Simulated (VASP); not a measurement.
Here is a VASP 6.6.1 calculation.

File INCAR:

```
SYSTEM = Ge
ALGO = Normal
EDIFF = 1E-6
ENCUT = 500
GGA = RE
GGA_COMPAT = .FALSE.
ISIF = 2
ISMEAR = -1
LASPH = .TRUE.
LCHARG = .TRUE.
LELF = .TRUE.
LREAL = .FALSE.
LVHAR = .TRUE.
LWAVE = .FALSE.
NBANDS = 13
NELM = 120
PREC = Accurate
SIGMA = 0.1
```

File KPOINTS:

```
k-points
0
G
  10 10 10
  0 0 0
```

File POSCAR:

```
Ge
1.0
    0.0000000000      2.0983610000      2.0983610000
    2.0983610000      0.0000000000      2.0983610000
    2.0983610000      2.0983610000      0.0000000000
Ge
1
Direct
    0.0000000000      0.0000000000      0.0000000000
```

Potentials or basis: VASP PAW PBE potentials, release 64 (Ge_d).

Command:

```console
$ cat potpaw_PBE.64/Ge_d/POTCAR > POTCAR
$ mpirun -np 1 vasp_std > vasp.out
```

Problem. Estimate the pressure.

Solution. 4.9 GPa.

Problem. Estimate the band gap on the k mesh.

Solution. Zero (band 7 reaches 16.36 eV, above the bottom of band 8 at 4.77 eV).

Caveat: the PAW data sets were made with another functional, which shifts forces and pressure a little.
